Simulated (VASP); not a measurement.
Input of a VASP 6.6.1 run:

File INCAR:

```
PREC     = Accurate       # precision mode
ENCUT    = 700            # plane-wave cutoff, eV
EDIFF    = 1E-6           # SCF threshold, eV
ISMEAR   = -1             # smearing method
SIGMA    = 0.05           # smearing width, eV
LREAL    = False          # projectors in reciprocal space
LASPH    = True           # aspherical terms in the spheres
NELM     = 120            # most SCF steps
ALGO     = Normal         # electronic algorithm
ISIF     = 2              # what is computed and relaxed
LWAVE    = False          # write WAVECAR
LCHARG   = False          # write CHGCAR
GGA      = PS             # functional
IVDW     = 13             # dispersion correction
NBANDS   = 33             # bands
GGA_COMPAT= False
```

The input KPOINTS:

```
Automatic mesh
0
Gamma
  10 10 5
```

The input POSCAR:

```
CuO
1.0
    2.0306852154     -2.0290763356      0.1581986965
    2.0306852154      2.0290763356      0.1581986965
   -0.3954095194      0.0000000000      5.0688286490
Cu O
2 2
Direct
    0.5000000000      0.0000000000      0.5000000000
    0.0000000000      0.5000000000      0.0000000000
    0.4999737004      0.5000262996      0.7500000000
    0.5000262996      0.4999737004      0.2500000000
```

Potentials or basis: VASP PAW PBE potentials, release 64 (Cu_sv_GW, O).

Command:

```console
$ cat potpaw_PBE.64/Cu_sv_GW/POTCAR potpaw_PBE.64/O/POTCAR > POTCAR
$ mpirun -np 1 vasp_std > vasp.out
```

Predict the pressure.

-2.8 GPa.

What does it give for the band gap on the k mesh?

Zero (band 25 reaches 6.14 eV, above the bottom of band 26 at 5.16 eV).

Estimate the dispersion energy per atom.

-0.175 eV.

Stress tensor (GPa, compression positive):
```
-2.87  0.00 -0.01
 0.00 -2.83  0.00
-0.01  0.00 -2.76
```

Caveat: the PAW data sets were made with another functional, which shifts forces and pressure a little; semilocal functionals often make such compounds metallic where correlation or magnetic order opens a gap, which also shifts bond lengths; pairwise dispersion overbinds metals, which lowers pressure and volume. With open d or f shells a metallic result of PBEsol can be an artefact of self-interaction; +U or a hybrid may open a gap.
